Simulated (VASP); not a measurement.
Set up this calculation in VASP 6.6.1, as the native input.

```yaml
Task: relaxation of cell and atoms
Functional: PBE
Potentials_or_basis: VASP PAW PBE potentials, release 64 (In_d, Bi_d, O)
Cutoff: 600 eV
k_mesh: 12 × 12 × 8
Occupations: gaussian, width 0.1 eV
Spin: no spin polarisation
Dipole_correction: no
Further_INCAR_settings: ALGO = Normal; EDIFF = 1e-06; IBRION = 2; EDIFFG = -0.01; NSW = 100; ISIF = 3
```

The structure of InBiO lies in POSCAR:

```
InBiO
1.0
    3.6292716258      0.0000000000      0.0000000000
   -1.8146358129      3.1430414252      0.0000000000
    0.0000000000      0.0000000000      5.9887374400
In Bi O
1 1 1
Direct
    0.0000000000      0.0000000000      0.5000000000
    0.3333333333      0.6666666667      0.0000000000
    0.6666666667      0.3333333333      0.5000000000
```

These files were run (other wordings do the same):

INCAR

```
SYSTEM = InBiO
PREC = Accurate
ENCUT = 600
EDIFF = 1E-6
ISMEAR = 0
SIGMA = 0.1
LREAL = .FALSE.
LASPH = .TRUE.
NELM = 60
ALGO = Normal
ISIF = 3
LWAVE = .FALSE.
LCHARG = .FALSE.
GGA = PE
IBRION = 2
NSW = 100
EDIFFG = -0.01
```

KPOINTS

```
Automatic mesh
0
G
  12 12 8
  0 0 0
```

Potentials or basis: VASP PAW PBE potentials, release 64 (In_d, Bi_d, O).

Launch:

```console
$ cat potpaw_PBE.64/In_d/POTCAR potpaw_PBE.64/Bi_d/POTCAR potpaw_PBE.64/O/POTCAR > POTCAR
$ mpirun -np 1 vasp_std > vasp.out
```

It gave:

* Relaxed volume: 23.05 Å³/atom
* Relaxed cell: a = 3.621 Å, b = 3.621 Å, c = 6.087 Å, α = 90.00°, β = 90.00°, γ = 120.00°
* Space group after relaxing (to 0.05 Å): P-6m2 (No. 187)
* Energy gained by relaxing: 1.1 meV/atom
* Ionic steps: 6
* Pressure after relaxing: 0.0 GPa
* Band gap on the k mesh: zero (band 17 reaches 8.11 eV, above the bottom of band 18 at 6.07 eV)

Caveat: spin-orbit coupling is left out, which moves the levels of the heavy elements.

Wall time 4.1 min on 1 thread of Intel(R) Xeon(R) 6975P-C (Granite Rapids) (shared host), peak memory 0.34 GiB.
